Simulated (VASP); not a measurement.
Write the native input for VASP 6.6.1 that does the following.

```yaml
Task: single point
Functional: LDA
Potentials_or_basis: VASP PAW LDA potentials, release 64 (Cd, S)
Cutoff: 520 eV
k_mesh: 6 × 6 × 4
Occupations: fermi-dirac, width 0.02 eV
Spin: no spin polarisation
Dipole_correction: no
Further_INCAR_settings: ALGO = Normal; EDIFF = 1e-07; NBANDS = 26
```

The structure of CdS (Greenockite) lies in POSCAR:

```
CdS
1.0
    4.0745782217      0.0000000000      0.0000000000
   -2.0372891108      3.5286882497      0.0000000000
    0.0000000000      0.0000000000      6.6386613305
Cd S
2 2
Direct
    0.3333333333      0.6666666667     -0.0004593088
    0.6666666667      0.3333333333      0.4995406912
    0.3333333333      0.6666666667      0.3754593088
    0.6666666667      0.3333333333      0.8754593088
```

The input as run:

INCAR

```
SYSTEM = CdS
PREC = Accurate
ENCUT = 520
EDIFF = 1E-7
ISMEAR = -1
SIGMA = 0.02
LREAL = .False.
LASPH = .True.
NELM = 60
ALGO = Normal
ISIF = 2
LWAVE = .False.
LCHARG = .False.
NBANDS = 26
```

KPOINTS

```
regular mesh
0
Gamma
  6 6 4
  0 0 0
```

Potentials or basis: VASP PAW LDA potentials, release 64 (Cd, S).

Run with:

```sh
$ cat potpaw_LDA.64/Cd/POTCAR potpaw_LDA.64/S/POTCAR > POTCAR
$ mpirun -np 1 vasp_std > vasp.out
```

It gave:

- Pressure: 0.5 GPa
- Largest force: 0.005 eV/Å
- Band gap on the k mesh: 1.05 eV, direct

It took 71 s on 1 thread of Intel Xeon 6975P-C (shared host), peak memory 0.19 GiB.
